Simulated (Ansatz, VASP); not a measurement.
## One calculation of Zn, two programs

```
Zn
1.0
    -0.26034    1.91035    1.91035
     1.91035   -0.26034    1.91035
     1.91035    1.91035   -0.26034
Zn
1
Cartesian
  0.0000 0.0000 0.0000
```

Alike in both runs: task single point; functional PBE; k mesh 22 × 22 × 22; occupations gaussian, width 0.15 eV; no spin polarisation.

|  | VASP | Ansatz |
| --- | --- | --- |
| version | VASP 6.6.1 | Ansatz 0.2.0 |
| potentials or method | VASP PAW PBE potentials, release 64 (Zn), cutoff 520 eV | scalar-relativistic, plane waves, PAW |
| valence electrons in the cell | 12 | 12 |

Ansatz gave:

```
gap on the k mesh at the Fermi level (eV)                     : none
pressure (GPa)                                                : -3.3
traceless stress, the component that is largest in VASP (GPa) : 1.70
```

Question: What did VASP give for the same quantities?

Answer: gap on the k mesh at the Fermi level (eV): none; pressure (GPa): -3.1; traceless stress, the component that is largest in VASP (GPa): 1.74.

A gap of «none» marks a metal or a gap that the smearing closes.
